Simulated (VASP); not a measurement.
Wanted: the native input for a VASP 6.6.1 run.

```
Task                   : single point
Functional             : PBE
Potentials or basis    : VASP PAW PBE potentials, release 64 (Ba_sv, Ti_sv, O)
Cutoff                 : 520 eV
k mesh                 : 6 × 6 × 6
Occupations            : gaussian, width 0.02 eV
Spin                   : no spin polarisation
Hubbard terms          : Ti d U = 4.0 eV
Dipole correction      : no
Further INCAR settings : ALGO = Normal; EDIFF = 1e-07; NBANDS = 28
```

The structure of BaTiO3 lies in POSCAR:

```
BaTiO3
1.0
    3.9906176355      0.0000000000      0.0000000000
    0.0000000000      2.8330119873      2.8371699342
    0.0000000000     -2.8330119873      2.8371699342
Ba Ti O
1 1 3
Direct
    0.0000000000      0.0001752190      0.0001752190
    0.5000000000      0.5073077325      0.5073077325
    0.5000000000      0.9878069946      0.4924911951
    0.5000000000      0.4924911951      0.9878069946
    0.0000000000      0.4921188588      0.4921188588
```

The input as run:

INCAR

```
PREC     = Accurate       # precision mode
ENCUT    = 520            # plane-wave cutoff, eV
EDIFF    = 1E-7           # SCF threshold, eV
ISMEAR   = 0              # smearing method
SIGMA    = 0.02           # smearing width, eV
LREAL    = False          # projectors in reciprocal space
LASPH    = True           # aspherical terms in the spheres
NELM     = 150            # most SCF steps
ALGO     = Normal         # electronic algorithm
ISIF     = 2              # what is computed and relaxed
LWAVE    = False          # write WAVECAR
LCHARG   = True           # write CHGCAR
LMAXMIX  = 4              # l up to which the mixer works
LDAU     = True           # DFT+U
LDAUTYPE = 2            
LDAUL    = -1 2 -1        # shell
LDAUU    = 0 4 0          # U, eV
LDAUJ    = 0 0 0        
LDAUPRINT= 1            
GGA      = PE             # functional
LELF     = True           # ELF
LVHAR    = True         
NBANDS   = 28             # bands
```

KPOINTS

```
Automatic mesh
0
Gamma
  6 6 6
```

Potentials or basis: VASP PAW PBE potentials, release 64 (Ba_sv, Ti_sv, O).

The run is started by

```bash
$ cat potpaw_PBE.64/Ba_sv/POTCAR potpaw_PBE.64/Ti_sv/POTCAR potpaw_PBE.64/O/POTCAR > POTCAR
$ mpirun -np 1 vasp_std > vasp.out
```

Results of the run:

* Pressure: 7.8 GPa
* Largest force: 0.352 eV/Å
* Band gap on the k mesh: 2.33 eV (least direct gap 2.58 eV)

Caveat: the cell stands under pressure; spin-orbit coupling is left out, which moves the levels of the heavy elements.

Wall time 3.3 min on 1 thread of Intel Xeon 8259CL, on a shared host, peak memory 0.24 GiB.
